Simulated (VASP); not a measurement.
# ScPt in VASP: further runs

The runs below take ScPt through electric field gradients, with LDA.

Everything below comes from runs of VASP 6.6.1. Logs are shortened: lines on timing, memory, paths and dates and some standing lists are left out, and cuts for length are marked.

## (1) The cell of the first run

It takes space group R-3m (No. 166, trigonal). Conventional cell: a = 4.578 Å, b = 4.578 Å, c = 5.777 Å, α = 90.00°, β = 90.00°, γ = 120.00°. Within 3.7 Å of Sc (site symmetry -3m) lie 8 Pt at 2.81 to 2.89 Å and 6 Sc at 3.27 Å. Within 3.7 Å of Pt (site symmetry -3m) lie 8 Sc at 2.81 to 2.89 Å and 6 Pt at 3.27 Å.

## (2) Electric field gradients, LDA (equal xy, yz and zx shear strains of +2 %)

File INCAR:

```
SYSTEM = ScPt
ALGO = Normal
EDIFF = 1E-8
ENCUT = 520
ISIF = 2
ISMEAR = -1
LASPH = .TRUE.
LCHARG = .FALSE.
LEFG = .TRUE.
LREAL = .FALSE.
LWAVE = .FALSE.
NBANDS = 18
NELM = 60
PREC = Accurate
SIGMA = 0.05
```

File KPOINTS:

```
k-points
0
G
  10 10 10
  0 0 0
```

File POSCAR:

```
ScPt
1.0
    3.2700000000      0.0327000000      0.0327000000
    0.0327000000      3.2700000000      0.0327000000
    0.0327000000      0.0327000000      3.2700000000
Sc Pt
1 1
Direct
    0.5000000000      0.5000000000      0.5000000000
    0.0000000000      0.0000000000      0.0000000000
```

Potentials or basis: VASP PAW LDA potentials, release 64 (Sc_sv, Pt).

Launch:

```sh
> cat potpaw_LDA.64/Sc_sv/POTCAR potpaw_LDA.64/Pt/POTCAR > POTCAR
> mpirun -np 1 vasp_std > vasp.out
```

OUTCAR:

```text
SYSTEM = ScPt
   EDIFF = 1E-8
   ENCUT = 520
   ISIF = 2
   ISMEAR = -1
   LASPH = .TRUE.
   LREAL = .FALSE.
   NELM = 60
   PREC = Accurate

 ion  position               nearest neighbor table
   1  0.500  0.500  0.500-   2 2.81   2 2.81   2 2.81   2 2.81   2 2.81   2 2.81   2 2.89   2 2.89

   2  0.000  0.000  0.000-   1 2.81   1 2.81   1 2.81   1 2.81   1 2.81   1 2.81   1 2.89   1 2.89

  LATTYP: Found a trigonal (rhomboedric) cell.
 ALAT       =     3.2703269837
 COS(alpha) =     0.0200959808

  Lattice vectors:

 A1 = (   3.2700000000,   0.0327000000,   0.0327000000)
 A2 = (   0.0327000000,   3.2700000000,   0.0327000000)
 A3 = (   0.0327000000,   0.0327000000,   3.2700000000)

Analysis of symmetry for initial positions (statically):
=====================================================================
 Subroutine PRICEL returns:
 Original cell was already a primitive cell.

 Routine SETGRP: Setting up the symmetry group for a
 trigonal (rhombohedral) supercell.

 Subroutine GETGRP returns: Found 12 space group operations
 (whereof 12 operations were pure point group operations)
 out of a pool of 12 trial point group operations.

The static configuration has the point symmetry D_3d.

Analysis of symmetry for dynamics (positions and initial velocities):
=====================================================================
 Subroutine PRICEL returns:
 Original cell was already a primitive cell.

 Routine SETGRP: Setting up the symmetry group for a
 trigonal (rhombohedral) supercell.

 Subroutine GETGRP returns: Found 12 space group operations
 (whereof 12 operations were pure point group operations)
 out of a pool of 12 trial point group operations.

The dynamic configuration has the point symmetry D_3d.

 Subroutine INISYM returns: Found 12 space group operations
 (whereof 12 operations are pure point group operations),
 and found     1 'primitive' translations

----------------------------------------------------------------------------------------

                                     Primitive cell

  volume of cell :      34.9554

  direct lattice vectors                    reciprocal lattice vectors
     3.270000000  0.032700000  0.032700000     0.305870966 -0.003028425 -0.003028425
     0.032700000  3.270000000  0.032700000    -0.003028425  0.305870966 -0.003028425
     0.032700000  0.032700000  3.270000000    -0.003028425 -0.003028425  0.305870966

  length of vectors
     3.270326984  3.270326984  3.270326984     0.305900949  0.305900949  0.305900949

  position of ions in fractional coordinates (direct lattice)
     0.500000000  0.500000000  0.500000000
     0.000000000  0.000000000  0.000000000

  ion indices of the primitive-cell ions
   primitive index   ion index
                 1           1
                 2           2

----------------------------------------------------------------------------------------

 KPOINTS: k-points

Automatic generation of k-mesh.
 Grid dimensions read from file:
 generate k-points for:   10   10   10

 Generating k-lattice:

  Cartesian coordinates                     Fractional coordinates (reciprocal lattice)
     0.030587097 -0.000302843 -0.000302843     0.100000000 -0.000000000  0.000000000
    -0.000302843  0.030587097 -0.000302843    -0.000000000  0.100000000  0.000000000
    -0.000302843 -0.000302843  0.030587097     0.000000000  0.000000000  0.100000000

  Length of vectors
     0.030590095  0.030590095  0.030590095

  Shift w.r.t. Gamma in fractional coordinates (k-lattice)
     0.000000000  0.000000000  0.000000000

 Subroutine IBZKPT returns following result:
 ===========================================

 Found    116 irreducible k-points:

 Following reciprocal coordinates:
            Coordinates               Weight
  0.000000  0.000000  0.000000      1.000000
  0.100000  0.000000  0.000000      6.000000
  0.200000  0.000000  0.000000      6.000000
  0.300000 -0.000000  0.000000      6.000000
  0.400000 -0.000000  0.000000      6.000000
  0.500000 -0.000000 -0.000000      3.000000
[... 16 lines left out ...]
  0.300000  0.300000  0.000000      6.000000
  0.400000  0.300000  0.000000     12.000000
 [... further k-points ...]
   k-points           NKPTS =    116   k-points in BZ     NKDIM =    116   number of bands    NBANDS=     18
   number of dos      NEDOS =    301   number of ions     NIONS =      2
   total plane-waves  NPLWV =  13824
   dimension x,y,z NGX =    24 NGY =   24 NGZ =   24
   dimension x,y,z NGXF=    48 NGYF=   48 NGZF=   48
   ions per type =               1   1
   NGX,Y,Z   is equivalent  to a cutoff of  12.20, 12.20, 12.20 a.u.
   NGXF,Y,Z  is equivalent  to a cutoff of  24.40, 24.40, 24.40 a.u.
 SYSTEM =  ScPt
   PREC   = accura    normal or accurate (medium, high low for compatibility)
   ISTART =      0    job   : 0-new  1-cont  2-samecut
   ICHARG =      2    charge: 1-file 2-atom 10-const
   ISPIN  =      1    spin polarized calculation?
   LNONCOLLINEAR =      F non collinear calculations
   LSORBIT =      F    spin-orbit coupling
   LASPH  =      T    aspherical Exc in radial PAW
   ENCUT  =  520.0 eV  38.22 Ry    6.18 a.u.   6.08  6.08  6.08*2*pi/ulx,y,z
   NELM   =     60;   NELMIN=  2; NELMDL= -5     # of ELM steps
   EDIFF  = 0.1E-07   stopping-criterion for ELM
   LREAL  =      F    real-space projection
   EDIFFG = 0.1E-06   stopping-criterion for IOM
   NSW    =      0    number of steps for IOM
   IBRION =     -1    ionic relax: 0-MD 1-quasi-New 2-CG
   NFREE  =      0    steps in history (QN), initial steepest desc. (CG)
   ISIF   =      2    stress and relaxation
   ISYM   =      2    0-nonsym 1-usesym 2-fastsym
   POTIM  = 0.5000    time-step for ionic-motion
   TEBEG  =    0.0;   TEEND  =   0.0 temperature during run
   PSTRESS=    0.0 pullay stress
   NELECT =      21.0000    total number of electrons
   NUPDOWN=      -1.0000    fix difference up-down
   EMIN   =  10.00;   EMAX   =-10.00  energy-range for DOS
   EFERMI =   0.00;   METHOD = LEGACY
   ISMEAR =    -1;   SIGMA  =   0.05  broadening in eV -4-tet -1-fermi 0-gaus
   EFERMI_NEDOS =   21; number of points for ismear=-14 and -15
   IALGO  =     38    algorithm
   IMIX   =      4    mixing-type and parameters
     AMIX     =   0.40;   BMIX     =  1.00
     AMIX_MAG =   1.60;   BMIX_MAG =  1.00
  volume/ion in A,a.u.               =      17.48       117.95
  Fermi-wavevector in a.u.,A,eV,Ry     =   1.381370  2.610411 25.962403  1.908183
  Thomas-Fermi vector in A             =   2.506161
   LORBIT       =      0    0 simple, 1 ext, 2 COOP (PROOUT), +10 PAW based schemes
   GGA     = CA    functional components
   LHFCALC =     F    Hartree Fock is set to
   AEXX    =    0.0000 exact exchange contribution
   IVDW    =     0    specifies the selected vdW correction
   LEPSILON=     F    determine dielectric tensor
   LRPA    =     F    only Hartree local field effects (RPA)
 non-spin polarized calculation
  energy-cutoff  :      520.00
  volume of cell :       34.96
 maximum number of plane-waves:       958
   NGX = 13   NGY = 13   NGZ = 13

 number of electron      20.9999994 magnetization

 Free energy of the ion-electron system (eV)
  ---------------------------------------------------
  ext. energy  EPLUGINS =         0.00000000
  ---------------------------------------------------
  free energy    TOTEN  =       -16.64753647 eV

  energy without entropy =      -16.63304243  energy(sigma->0) =      -16.64028945

 E-fermi :   7.8683     XC(G=0): -12.2399

 val. band max:        7.8667581604   @ k =   0.4000  -0.0000   0.0000
 cond. band min:       7.8744748907   @ k =  -0.4000   0.5000   0.3000
 fundamental gap:      0.0077167303
 Fermi energy:         7.8683382192

 k-point     1 :       0.0000    0.0000    0.0000
  band No.  band energies     occupation
      1     -41.3658      2.00000
      2     -20.2397      2.00000
      3     -20.2397      2.00000
      4     -20.2322      2.00000
      5      -0.2346      2.00000
      6       2.6138      2.00000
[... 10 lines left out ...]
     17      15.1916      0.00000
     18      15.1916      0.00000

 k-point     2 :       0.1000    0.0000    0.0000
  band No.  band energies     occupation
      1     -41.3635      2.00000
      2     -20.2620      2.00000
      3     -20.2387      2.00000
      4     -20.2330      2.00000
      5      -0.0508      2.00000
      6       2.6797      2.00000
[... 10 lines left out ...]
     17      15.7015      0.00000
     18      15.8009      0.00000

 k-point     3 :       0.2000    0.0000    0.0000
  band No.  band energies     occupation
      1     -41.3575      2.00000
      2     -20.3248      2.00000
      3     -20.2359      2.00000
      4     -20.2300      2.00000
      5       0.4718      2.00000
      6       2.8641      2.00000
[... 10 lines left out ...]
     17      17.0429      0.00000
     18      17.1957      0.00000

 k-point     4 :       0.3000   -0.0000    0.0000
  band No.  band energies     occupation
      1     -41.3501      2.00000
      2     -20.4018      2.00000
      3     -20.2325      2.00000
      4     -20.2260      2.00000
      5       1.2282      2.00000
      6       3.1223      2.00000
[... 10 lines left out ...]
     17      18.7329      0.00000
     18      18.9259      0.00000

 k-point     5 :       0.4000   -0.0000    0.0000
  band No.  band energies     occupation
      1     -41.3441      2.00000
      2     -20.4633      2.00000
      3     -20.2298      2.00000
      4     -20.2226      2.00000
      5       1.9672      2.00000
      6       3.3653      2.00000
[... 10 lines left out ...]
     17      20.5173      0.00000
     18      20.7366      0.00000

 k-point     6 :       0.5000   -0.0000   -0.0000
  band No.  band energies     occupation
      1     -41.3418      2.00000
      2     -20.4866      2.00000
      3     -20.2288      2.00000
      4     -20.2214      2.00000
      5       2.2845      2.00000
      6       3.4692      2.00000
[... 307 lines left out ...]
 k-point    21 :      -0.3000    0.2000    0.0000
  band No.  band energies     occupation
      1     -41.3428      2.00000
      2     -20.3907      2.00000
      3     -20.3077      2.00000
      4     -20.2222      2.00000
      5       1.7231      2.00000
      6       3.3170      2.00000
[... 10 lines left out ...]
     17      15.8309      0.00000
     18      19.4453      0.00000

 k-point    22 :      -0.2000    0.2000    0.0000
  band No.  band energies     occupation
      1     -41.3497      2.00000
      2     -20.3268      2.00000
      3     -20.3066      2.00000
      4     -20.2275      2.00000
      5       1.1108      2.00000
      6       3.1401      2.00000
[... 10 lines left out ...]
     17      14.9882      0.00000
     18      18.2236      0.00000

 k-point    23 :       0.3000    0.3000    0.0000
  band No.  band energies     occupation
      1     -41.3365      2.00000
      2     -20.3848      2.00000
      3     -20.3681      2.00000
      4     -20.2149      2.00000
      5       2.0186      2.00000
      6       3.1762      2.00000
[... 10 lines left out ...]
     17      15.3030      0.00000
     18      19.8704      0.00000

 k-point    24 :       0.4000    0.3000    0.0000
  band No.  band energies     occupation
      1     -41.3312      2.00000
      2     -20.4327      2.00000
      3     -20.3668      2.00000
      4     -20.2097      2.00000
      5       2.2967      2.00000
      6       3.0138      2.00000
[... 10 lines left out ...]
     17      15.6754      0.00000
     18      18.6420      0.00000

 [... further k-points ...]

------------------------ aborting loop because EDIFF is reached ----------------------------------------

  FORCE on cell =-STRESS in cart. coord.  units (eV):
  Direction    XX          YY          ZZ          XY          YZ          ZX
  --------------------------------------------------------------------------------------
  -------------------------------------------------------------------------------------
  Total       -1.0238552     -1.0238552     -1.0238552     -0.2040486     -0.2040486     -0.2040486
  in kB      -46.9283504    -46.9283504    -46.9283504     -9.3525560     -9.3525560     -9.3525560
  external PRESSURE =     -46.9283504 kB  Pullay stress =       0.0000000 kB

 VOLUME and BASIS-vectors are now :
 -----------------------------------------------------------------------------
  energy-cutoff  :      520.00
  volume of cell :       34.96
      direct lattice vectors                 reciprocal lattice vectors
     3.270000000  0.032700000  0.032700000     0.305870966 -0.003028425 -0.003028425
     0.032700000  3.270000000  0.032700000    -0.003028425  0.305870966 -0.003028425
     0.032700000  0.032700000  3.270000000    -0.003028425 -0.003028425  0.305870966

 POSITION                                       TOTAL-FORCE (eV/Angst)
 -----------------------------------------------------------------------------------
      1.66770      1.66770      1.66770         0.000000      0.000000      0.000000
      0.00000      0.00000      0.00000        -0.000000     -0.000000      0.000000
 -----------------------------------------------------------------------------------
    total drift:                                0.000000      0.000000     -0.000000

  FREE ENERGIE OF THE ION-ELECTRON SYSTEM (eV)
  ---------------------------------------------------
  free  energy   TOTEN  =       -16.6475364699 eV

  energy  without entropy=      -16.6330424268  energy(sigma->0) =      -16.64028945

 Electric field gradients (V/A^2)
---------------------------------------------------------------------
 ion       V_xx      V_yy      V_zz      V_xy      V_xz      V_yz
---------------------------------------------------------------------
   1       0.000     0.000     0.000     1.555     1.555     1.555
   2      -0.000     0.000     0.000    -9.868    -9.868    -9.868
---------------------------------------------------------------------

 Electric field gradients after diagonalization (V/A^2)
 (convention: |V_zz| > |V_xx| > |V_yy|)
----------------------------------------------------------------------
 ion       V_xx      V_yy      V_zz     asymmetry (V_yy - V_xx)/ V_zz
----------------------------------------------------------------------
   1      -1.555    -1.555     3.110       0.000
   2       9.868     9.868   -19.737       0.000
----------------------------------------------------------------------

           NMR quadrupolar parameters

 Cq : quadrupolar parameter    Cq=e*Q*V_zz/h
 eta: asymmetry parameters     (V_yy - V_xx)/ V_zz
 Q  : nuclear electric quadrupole moment in mb (millibarn)
----------------------------------------------------------------------
 ion       Cq(MHz)       eta       Q (mb)
----------------------------------------------------------------------
   1       0.008       0.000       1.000
   2      -0.048       0.000       1.000
----------------------------------------------------------------------
```

Wall time 23 s (1 thread of AMD EPYC 9R45 (Zen 5), shared host); peak memory 0.16 GiB.

What came out:

```yaml
Free_energy: -16.6475 eV
Pressure: -4.7 GPa
Band_gap_on_the_k_mesh: zero (an odd number of electrons rules out a gap without spin polarisation)
Largest_electric_field_gradient_by_atom: Sc +3.1; Pt -19.7 V/Å²
```

Electric field gradients, principal values (V/Å²):
| atom | least | middle | greatest (by size) |
| --- | --- | --- | --- |
| 1 Sc | -1.555 | -1.555 | 3.110 |
| 2 Pt | 9.868 | 9.868 | -19.737 |

Caveat: the cell differs from its parent crystal (equal xy, yz and zx shear strains of +2 %); the cell stands under tension; without QUAD_EFG the Cq values of the log hold for a quadrupole moment of 1 mb, not for the nuclei; spin-orbit coupling is left out, which moves the levels of the heavy elements.

[end of part 1 of 2]
